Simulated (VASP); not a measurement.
Set up this calculation in VASP 6.6.1, as the native input.

```yaml
Task: single point
Functional: PBE
Potentials_or_basis: VASP PAW PBE potentials, release 64 (Hf_pv)
Cutoff: 520 eV
k_mesh: 10 × 10 × 5
Occupations: fermi-dirac, width 0.05 eV
Spin: no spin polarisation
Dipole_correction: no
Further_INCAR_settings: ALGO = Fast; EDIFF = 1e-06; NBANDS = 17
```

The structure of Hf lies in POSCAR:

```
Hf
1.0
    3.2593963094      0.0000000000      0.0000000000
   -1.6296981547      2.8227200050      0.0000000000
    0.0000000000      0.0000000000      5.1569977332
Hf
2
Direct
    0.6666666667      0.3333333333      0.7500000000
    0.3333333333      0.6666666667      0.2500000000
```

This cell differs from its parent crystal: volume scaled by 1.06.

One way to write it, as run:

INCAR

```
PREC     = Accurate       # precision mode
ENCUT    = 520            # plane-wave cutoff, eV
EDIFF    = 1E-6           # SCF threshold, eV
ISMEAR   = -1             # smearing method
SIGMA    = 0.05           # smearing width, eV
LREAL    = False          # projectors in reciprocal space
LASPH    = True           # aspherical terms in the spheres
NELM     = 80             # most SCF steps
ALGO     = Fast           # electronic algorithm
ISIF     = 2              # what is computed and relaxed
LWAVE    = False          # write WAVECAR
LCHARG   = False          # write CHGCAR
GGA      = PE             # functional
NBANDS   = 17             # bands
```

KPOINTS

```
Automatic mesh
0
Gamma
  10 10 5
```

Potentials or basis: VASP PAW PBE potentials, release 64 (Hf_pv).

Launch:

```console
$ cat potpaw_PBE.64/Hf_pv/POTCAR > POTCAR
$ mpirun -np 1 vasp_std > vasp.out
```

Results of the run:

| Quantity | Value |
| --- | --- |
| Pressure | -5.6 GPa |
| Band gap on the k mesh | zero (band 10 reaches 5.68 eV, above the bottom of band 11 at 4.19 eV) |

Caveat: spin-orbit coupling is left out, which moves the levels of the heavy elements.

It took 21 s on 1 thread of Intel(R) Xeon(R) 6975P-C (Granite Rapids), on a shared host, peak memory 0.16 GiB.
